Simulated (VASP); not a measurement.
# Ru (Im-3m) in VASP: single point with PBEsol

Aim: the single point of Ru with PBEsol.

Program: VASP 6.6.1. These are calculated values, not measurements. Logs are shortened: lines on timing, memory, paths and dates and some standing lists are left out, and cuts for length are marked.

## 1. The cell of the first run

It takes space group Im-3m (No. 229, cubic). Conventional cell: a = 3.017 Å, b = 3.017 Å, c = 3.017 Å, α = 90.00°, β = 90.00°, γ = 90.00°. Within 3.4 Å of Ru (site symmetry m-3m) lie 14 Ru at 2.61 to 3.02 Å.

## 2. Single point, PBEsol

INCAR

```
SYSTEM = Ru
  PREC = Accurate
  ENCUT = 500
  EDIFF = 1E-6
  ISMEAR = 0
  SIGMA = 0.1
  LREAL = .False.
  LASPH = .True.
  NELM = 120
  ALGO = Normal
  ISIF = 2
  LWAVE = .False.
  LCHARG = .False.
  GGA = PS
  NBANDS = 13
  GGA_COMPAT = .False.
```

KPOINTS

```
Automatic mesh
0
Gamma
  8 8 8
  0 0 0
```

POSCAR

```
Ru
1.0
   -1.5084718663      1.5084718663      1.5084718663
    1.5084718663     -1.5084718663      1.5084718663
    1.5084718663      1.5084718663     -1.5084718663
Ru
1
Direct
    0.0000000000      0.0000000000      0.0000000000
```

Potentials or basis: VASP PAW PBE potentials, release 64 (Ru_pv).

Run with:

```
$ cat potpaw_PBE.64/Ru_pv/POTCAR > POTCAR
$ mpirun -np 1 vasp_std > vasp.out
```

OUTCAR:

```text
SYSTEM = Ru
   PREC = Accurate
   ENCUT = 500
   EDIFF = 1E-6
   ISMEAR = 0
   LREAL = .False.
   LASPH = .True.
   NELM = 120
   ISIF = 2
   GGA = PS

 ion  position               nearest neighbor table
   1  0.000  0.000  0.000-

  LATTYP: Found a body centered cubic cell.
 ALAT       =     3.0169437326

  Lattice vectors:

 A1 = (  -1.5084718663,   1.5084718663,   1.5084718663)
 A2 = (   1.5084718663,  -1.5084718663,   1.5084718663)
 A3 = (   1.5084718663,   1.5084718663,  -1.5084718663)

Analysis of symmetry for initial positions (statically):
=====================================================================
 Subroutine PRICEL returns:
 Original cell was already a primitive cell.

 Routine SETGRP: Setting up the symmetry group for a
 body centered cubic supercell.

 Subroutine GETGRP returns: Found 48 space group operations
[... 9 lines left out ...]

 Routine SETGRP: Setting up the symmetry group for a
 body centered cubic supercell.

 Subroutine GETGRP returns: Found 48 space group operations
[... 11 lines left out ...]
                                     Primitive cell

  volume of cell :      13.7300

  direct lattice vectors                    reciprocal lattice vectors
    -1.508471866  1.508471866  1.508471866     0.000000000  0.331461270  0.331461270
     1.508471866 -1.508471866  1.508471866     0.331461270  0.000000000  0.331461270
     1.508471866  1.508471866 -1.508471866     0.331461270  0.331461270  0.000000000

  length of vectors
     2.612749914  2.612749914  2.612749914     0.468757023  0.468757023  0.468757023

  position of ions in fractional coordinates (direct lattice)
     0.000000000  0.000000000  0.000000000

  ion indices of the primitive-cell ions
   primitive index   ion index
                 1           1

----------------------------------------------------------------------------------------

 KPOINTS: Automatic mesh

Automatic generation of k-mesh.
 Grid dimensions read from file:
 generate k-points for:    8    8    8

 Generating k-lattice:

  Cartesian coordinates                     Fractional coordinates (reciprocal lattice)
     0.000000000  0.041432659  0.041432659     0.125000000  0.000000000  0.000000000
     0.041432659  0.000000000  0.041432659     0.000000000  0.125000000  0.000000000
     0.041432659  0.041432659  0.000000000     0.000000000  0.000000000  0.125000000

  Length of vectors
     0.058594628  0.058594628  0.058594628

  Shift w.r.t. Gamma in fractional coordinates (k-lattice)
     0.000000000  0.000000000  0.000000000

 Subroutine IBZKPT returns following result:
 ===========================================

 Found     29 irreducible k-points:

 Following reciprocal coordinates:
            Coordinates               Weight
  0.000000  0.000000  0.000000      1.000000
  0.125000  0.000000  0.000000     12.000000
  0.250000  0.000000  0.000000     12.000000
  0.375000  0.000000  0.000000     12.000000
  0.500000  0.000000  0.000000      6.000000
  0.125000  0.125000  0.000000     24.000000
[... 16 lines left out ...]
 -0.250000  0.250000  0.250000      6.000000
 -0.375000  0.375000  0.250000     24.000000
 [... further k-points ...]
   k-points           NKPTS =     29   k-points in BZ     NKDIM =     29   number of bands    NBANDS=     13
   number of dos      NEDOS =    301   number of ions     NIONS =      1
   total plane-waves  NPLWV =   8000
   dimension x,y,z NGX =    20 NGY =   20 NGZ =   20
   dimension x,y,z NGXF=    40 NGYF=   40 NGZF=   40
   ions per type =               1
   NGX,Y,Z   is equivalent  to a cutoff of  12.73, 12.73, 12.73 a.u.
   NGXF,Y,Z  is equivalent  to a cutoff of  25.45, 25.45, 25.45 a.u.
 SYSTEM =  Ru
   PREC   = accura    normal or accurate (medium, high low for compatibility)
   ISTART =      0    job   : 0-new  1-cont  2-samecut
   ICHARG =      2    charge: 1-file 2-atom 10-const
   ISPIN  =      1    spin polarized calculation?
   LNONCOLLINEAR =      F non collinear calculations
   LSORBIT =      F    spin-orbit coupling
   LASPH  =      T    aspherical Exc in radial PAW
   ENCUT  =  500.0 eV  36.75 Ry    6.06 a.u.   4.76  4.76  4.76*2*pi/ulx,y,z
   NELM   =    120;   NELMIN=  2; NELMDL= -5     # of ELM steps
   EDIFF  = 0.1E-05   stopping-criterion for ELM
   LREAL  =      F    real-space projection
[... 7 lines left out ...]
   TEBEG  =    0.0;   TEEND  =   0.0 temperature during run
   PSTRESS=    0.0 pullay stress
   NELECT =      14.0000    total number of electrons
   NUPDOWN=      -1.0000    fix difference up-down
   EMIN   =  10.00;   EMAX   =-10.00  energy-range for DOS
   EFERMI =   0.00;   METHOD = LEGACY
   ISMEAR =     0;   SIGMA  =   0.10  broadening in eV -4-tet -1-fermi 0-gaus
   EFERMI_NEDOS =   21; number of points for ismear=-14 and -15
   IALGO  =     38    algorithm
   IMIX   =      4    mixing-type and parameters
     AMIX     =   0.40;   BMIX     =  1.00
     AMIX_MAG =   1.60;   BMIX_MAG =  1.00
  volume/ion in A,a.u.               =      13.73        92.65
  Fermi-wavevector in a.u.,A,eV,Ry     =   1.647759  3.113813 36.941300  2.715109
  Thomas-Fermi vector in A             =   2.737163
   LORBIT       =      0    0 simple, 1 ext, 2 COOP (PROOUT), +10 PAW based schemes
   GGA     = PS    functional components
   LHFCALC =     F    Hartree Fock is set to
   AEXX    =    0.0000 exact exchange contribution
   IVDW    =     0    specifies the selected vdW correction
   LEPSILON=     F    determine dielectric tensor
   LRPA    =     F    only Hartree local field effects (RPA)
 non-spin polarized calculation
 Gauss-broadening in eV      SIGMA  =   0.10
  energy-cutoff  :      500.00
  volume of cell :       13.73
 maximum number of plane-waves:       370
   NGX =  9   NGY =  9   NGZ =  9

 number of electron      13.9999995 magnetization

 Free energy of the ion-electron system (eV)
  ---------------------------------------------------
  ext. energy  EPLUGINS =         0.00000000
  ---------------------------------------------------
  free energy    TOTEN  =        -9.53850178 eV

  energy without entropy =       -9.52960340  energy(sigma->0) =       -9.53405259

 E-fermi :  12.7086     XC(G=0): -14.2007

 val. band max:       12.7059697411   @ k =   0.2500   0.0000   0.0000
 cond. band min:      12.8025939389   @ k =   0.1250   0.1250   0.0000
 fundamental gap:      0.0966241978
 Fermi energy:        12.7085590214

 k-point     1 :       0.0000    0.0000    0.0000
  band No.  band energies     occupation
      1     -29.8586      2.00000
      2     -29.8586      2.00000
      3     -29.8586      2.00000
      4       4.4925      2.00000
      5       9.7727      2.00000
      6       9.7727      2.00000
      7       9.7727      2.00000
      8      12.5642      1.95876
      9      12.5642      1.95876
     10      23.0331      0.00000
     11      29.7769      0.00000
     12      29.7769      0.00000
     13      29.7769      0.00000

 k-point     2 :       0.1250    0.0000    0.0000
  band No.  band energies     occupation
      1     -30.0196      2.00000
      2     -29.9101      2.00000
      3     -29.8592      2.00000
      4       5.1618      2.00000
      5       9.4648      2.00000
      6       9.7360      2.00000
      7      10.3699      2.00000
      8      12.2218      2.00000
      9      12.5880      1.91176
     10      23.0331      0.00000
     11      30.0468      0.00000
     12      30.3710      0.00000
     13      30.8477      0.00000

 k-point     3 :       0.2500    0.0000    0.0000
  band No.  band energies     occupation
      1     -30.3972      2.00000
      2     -30.0328      2.00000
      3     -29.8606      2.00000
      4       6.4645      2.00000
      5       8.7921      2.00000
      6       9.8881      2.00000
      7      12.0044      2.00000
      8      12.0901      2.00000
      9      12.7060      1.02921
     10      23.0326      0.00000
     11      29.1713      0.00000
     12      29.2373      0.00000
     13      33.6743      0.00000

 k-point     4 :       0.3750    0.0000    0.0000
  band No.  band energies     occupation
      1     -30.7607      2.00000
      2     -30.1535      2.00000
      3     -29.8622      2.00000
      4       6.5410      2.00000
      5       8.1970      2.00000
      6      11.7968      2.00000
      7      12.5784      1.93424
      8      12.9209      0.00267
      9      14.0785      0.00000
     10      23.0301      0.00000
     11      25.4122      0.00000
     12      27.1435      0.00000
     13      33.1101      0.00000

 k-point     5 :       0.5000    0.0000    0.0000
  band No.  band energies     occupation
      1     -30.9074      2.00000
      2     -30.2028      2.00000
      3     -29.8628      2.00000
      4       6.3122      2.00000
      5       7.9686      2.00000
      6      12.5482      1.97665
      7      13.0441      0.00000
      8      13.8011      0.00000
      9      15.1741      0.00000
     10      22.9487      0.00000
     11      23.1542      0.00000
     12      26.2551      0.00000
     13      31.1256      0.00000

 k-point     6 :       0.1250    0.1250    0.0000
  band No.  band energies     occupation
      1     -30.2787      2.00000
      2     -29.9703      2.00000
      3     -29.8973      2.00000
      4       6.2673      2.00000
      5       9.1857      2.00000
      6       9.2785      2.00000
      7      11.6909      2.00000
      8      11.8621      2.00000
      9      12.8026      0.18357
     10      23.0328      0.00000
     11      30.0210      0.00000
     12      30.3460      0.00000
     13      31.8262      0.00000

 k-point     7 :       0.2500    0.1250    0.0000
  band No.  band energies     occupation
      1     -30.6070      2.00000
      2     -30.1191      2.00000
      3     -29.9136      2.00000
      4       7.1042      2.00000
      5       8.5476      2.00000
      6       9.8002      2.00000
      7      12.0153      2.00000
      8      13.0337      0.00000
      9      14.0773      0.00000
     10      23.0319      0.00000
     11      27.3076      0.00000
     12      28.3833      0.00000
     13      32.7930      0.00000
[... 193 lines left out ...]
 k-point    20 :      -0.3750    0.5000    0.1250
  band No.  band energies     occupation
      1     -30.7550      2.00000
      2     -30.3841      2.00000
      3     -30.0527      2.00000
      4       7.5255      2.00000
      5       8.7498      2.00000
      6       9.4531      2.00000
      7      11.8860      2.00000
      8      14.0298      0.00000
      9      18.1748      0.00000
     10      23.0220      0.00000
     11      23.7299      0.00000
     12      26.5937      0.00000
     13      31.1647      0.00000

 k-point    21 :      -0.3750   -0.3750    0.1250
  band No.  band energies     occupation
      1     -30.6210      2.00000
      2     -30.6210      2.00000
      3     -30.0646      2.00000
      4       8.3876      2.00000
      5       8.3876      2.00000
      6       8.5767      2.00000
      7      13.1710      0.00000
      8      13.1710      0.00000
      9      22.3638      0.00000
     10      22.3638      0.00000
     11      22.7464      0.00000
     12      23.0709      0.00000
     13      33.8941      0.00000

 k-point    22 :       0.2500    0.2500    0.2500
  band No.  band energies     occupation
      1     -30.3826      2.00000
      2     -30.3826      2.00000
      3     -30.3826      2.00000
      4       8.7715      2.00000
      5       8.7715      2.00000
      6       8.7715      2.00000
      7      13.1367      0.00000
      8      13.1367      0.00000
      9      22.3946      0.00000
     10      23.0592      0.00000
     11      23.6321      0.00000
     12      23.6321      0.00000
     13      23.6321      0.00000

 k-point    23 :      -0.2500    0.2500    0.2500
  band No.  band energies     occupation
      1     -30.4146      2.00000
      2     -30.2207      2.00000
      3     -30.2207      2.00000
      4       7.9416      2.00000
      5       8.8619      2.00000
      6      10.5793      2.00000
      7      10.5793      2.00000
      8      11.8549      2.00000
      9      14.5056      0.00000
     10      23.0326      0.00000
     11      29.3399      0.00000
     12      31.2422      0.00000
     13      31.4636      0.00000

 k-point    24 :      -0.3750    0.3750    0.2500
  band No.  band energies     occupation
      1     -30.6406      2.00000
      2     -30.3504      2.00000
      3     -30.2495      2.00000
      4       7.6553      2.00000
      5       8.2026      2.00000
      6      10.5771      2.00000
      7      11.3937      2.00000
      8      13.6501      0.00000
      9      16.6168      0.00000
     10      23.0320      0.00000
     11      26.2455      0.00000
     12      28.5628      0.00000
     13      30.2148      0.00000

 [... further k-points ...]

------------------------ aborting loop because EDIFF is reached ----------------------------------------

  FORCE on cell =-STRESS in cart. coord.  units (eV):
  Direction    XX          YY          ZZ          XY          YZ          ZX
  --------------------------------------------------------------------------------------
  -------------------------------------------------------------------------------------
  Total       -0.0016775     -0.0016775     -0.0016775     -0.0000000     -0.0000000      0.0000000
  in kB       -0.1957536     -0.1957536     -0.1957536     -0.0000000     -0.0000000      0.0000000
  external PRESSURE =      -0.1957536 kB  Pullay stress =       0.0000000 kB

 VOLUME and BASIS-vectors are now :
 -----------------------------------------------------------------------------
  energy-cutoff  :      500.00
  volume of cell :       13.73
      direct lattice vectors                 reciprocal lattice vectors
    -1.508471866  1.508471866  1.508471866     0.000000000  0.331461270  0.331461270
     1.508471866 -1.508471866  1.508471866     0.331461270  0.000000000  0.331461270
     1.508471866  1.508471866 -1.508471866     0.331461270  0.331461270  0.000000000

 POSITION                                       TOTAL-FORCE (eV/Angst)
 -----------------------------------------------------------------------------------
      0.00000      0.00000      0.00000        -0.000000     -0.000000     -0.000000
 -----------------------------------------------------------------------------------
    total drift:                                0.000000     -0.000000      0.000000

  FREE ENERGIE OF THE ION-ELECTRON SYSTEM (eV)
  ---------------------------------------------------
  free  energy   TOTEN  =        -9.5385017846 eV

  energy  without entropy=       -9.5296034016  energy(sigma->0) =       -9.53405259
```

It took 4.4 s on 1 thread of Intel Xeon 6975P-C, shared host; peak memory 0.13 GiB.

What came out:

* Free energy: -9.5385 eV
* Pressure: 0.0 GPa
* Band gap on the k mesh: zero (band 7 reaches 14.54 eV, above the bottom of band 8 at 11.31 eV)

Levels at points of the mesh, in eV from the Fermi level:
| k point | band 4 | band 5 | band 6 | band 7 | band 8 | band 9 | band 10 | band 11 |
| --- | --- | --- | --- | --- | --- | --- | --- | --- |
| (0.00, 0.00, 0.00) | -8.22 | -2.94 | -2.94 | -2.94 | -0.14 | -0.14 | 10.32 | 17.07 |
| (0.50, 0.00, 0.00) | -6.40 | -4.74 | -0.16 | 0.34 | 1.09 | 2.47 | 10.24 | 10.45 |
| (0.50, 0.50, 0.50) | -6.50 | -6.50 | 1.83 | 1.83 | 1.83 | 9.30 | 9.30 | 9.30 |

Caveat: the k points lie up to 0.37 Å⁻¹ apart; the PAW data sets were made with another functional, which shifts forces and pressure a little.
